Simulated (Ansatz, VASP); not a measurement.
## Two plane-wave programs on CdTe5

```
CELL_PARAMETERS angstrom
6.70394 0.00000 0.00000
-3.35197 5.80578 0.00000
0.00000 0.00000 5.51743
ATOMIC_POSITIONS crystal
Cd 0.00000 0.00000 0.00000
Te 0.00000 0.50000 0.50000
Te 0.50000 0.50000 0.50000
Te 0.33333 0.66667 0.00000
Te 0.50000 0.00000 0.50000
Te 0.66667 0.33333 0.00000
```

Change from the starting cell: species swapped into the GdRh5 type (P6/mmm, No. 191).

Alike in both runs: task single point; functional PBE; k mesh 3 × 3 × 4; occupations gaussian, width 0.1 eV; no spin polarisation.

|  | VASP | Ansatz |
| --- | --- | --- |
| version | VASP 6.6.1 | Ansatz 0.2.0 |
| potentials or method | VASP PAW PBE potentials, release 64 (Cd, Te), cutoff 520 eV | scalar-relativistic, plane waves, PAW |
| valence electrons in the cell | 42 | 100 |

Ansatz gave:

* gap on the k mesh at the Fermi level (eV): none
* pressure (GPa): -2.7
* traceless stress, the component that is largest in VASP (GPa): -3.80

Task: Estimate VASP's values.

Result: gap on the k mesh at the Fermi level (eV): none; pressure (GPa): -2.7; traceless stress, the component that is largest in VASP (GPa): -3.81.

A gap of «none» marks a metal or a gap that the smearing closes. The functional is the same, so the differences come from potentials, cutoffs and numerics. VASP's potentials hold 42 valence electrons a cell and Ansatz's 100, so a difference there can come from the potentials and not from the codes.

The k mesh is coarse, so the values compare programs but aren't converged. Spin-orbit coupling is off throughout.
